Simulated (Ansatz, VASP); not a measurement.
# BiBrO in VASP and in Ansatz

The input INCAR:

```
ALGO     = Normal         # electronic algorithm
EDIFF    = 1E-7           # SCF threshold, eV
ENCUT    = 520            # plane-wave cutoff, eV
ISIF     = 2              # what is computed and relaxed
ISMEAR   = 0              # smearing method
LASPH    = True           # aspherical terms in the spheres
LCHARG   = False          # write CHGCAR
LREAL    = False          # projectors in reciprocal space
LWAVE    = False          # write WAVECAR
NBANDS   = 37             # bands
NELM     = 100            # most SCF steps
PREC     = Accurate       # precision mode
SIGMA    = 0.05           # smearing width, eV
```

Contents of KPOINTS:

```
k-points
0
Gamma
  8 8 4
```

POSCAR

```
BiBrO
1.0
    4.0120000000      0.0000000000      0.0000000000
    0.0000000000      4.0120000000      0.0000000000
    0.0000000000      0.0000000000      8.2811000000
Bi Br O
2 2 2
Direct
    0.0000000000      0.5000000000      0.1575579020
    0.5000000000      0.0000000000      0.8424420980
    0.0000000000      0.5000000000      0.6517216503
    0.5000000000      0.0000000000      0.3482783497
    0.0000000000      0.0000000000      0.0000000000
    0.5000000000      0.5000000000      0.0000000000
```

Input for Ansatz:

```yaml
crystal:
  lattice:
    - [4.012, 0.0, 0.0]
    - [0.0, 4.012, 0.0]
    - [0.0, 0.0, 8.2811]
  atoms:
    - { symbol: Bi, position: [0.0, 0.5, 0.157557902] }
    - { symbol: Bi, position: [0.5, 0.0, 0.842442098] }
    - { symbol: Br, position: [0.0, 0.5, 0.6517216503] }
    - { symbol: Br, position: [0.5, 0.0, 0.3482783497] }
    - { symbol: O, position: [0.0, 0.0, 0.0] }
    - { symbol: O, position: [0.5, 0.5, 0.0] }
basis:
  ecutwfc: 520.0
kpoints:
  mp_grid: { grid: [8, 8, 4] }
hamiltonian:
  xc: lda
  pseudopotentials: { kind: paw }
scf:
  occupations: { method: gaussian, width: 0.05 }
output:
  forces: true
  stress: true
  eigenvalues: true
```

Alike in both runs: task single point; functional LDA; k mesh 8 × 8 × 4; occupations gaussian, width 0.05 eV; no spin polarisation.

```csv
,VASP,Ansatz
version,VASP 6.6.1,Ansatz 0.2.0
potentials or method,"VASP PAW LDA potentials, release 64 (Bi_d, Br, O), cutoff 520 eV","scalar-relativistic, plane waves, PAW"
valence electrons in the cell,56,56
```

```tsv
	VASP	Ansatz	Ansatz less VASP
gap on the k mesh at the Fermi level (eV)	2.03	2.04	+0.010
least direct gap on the mesh (eV)	2.17	2.17	+0.003
pressure (GPa)	-8.4	-8.6	-0.17
traceless stress, the component that is largest in VASP (GPa)	0.74	0.77	+0.029
rms of the force components (eV/Å)	0.410	0.429	+0.0195
```

LDA's correlation is that of Perdew and Zunger in VASP and of Perdew and Wang (1992) in Ansatz. Atom by atom the forces differ by 0.020 eV/Å (rms over components).

Spin-orbit coupling is off throughout.
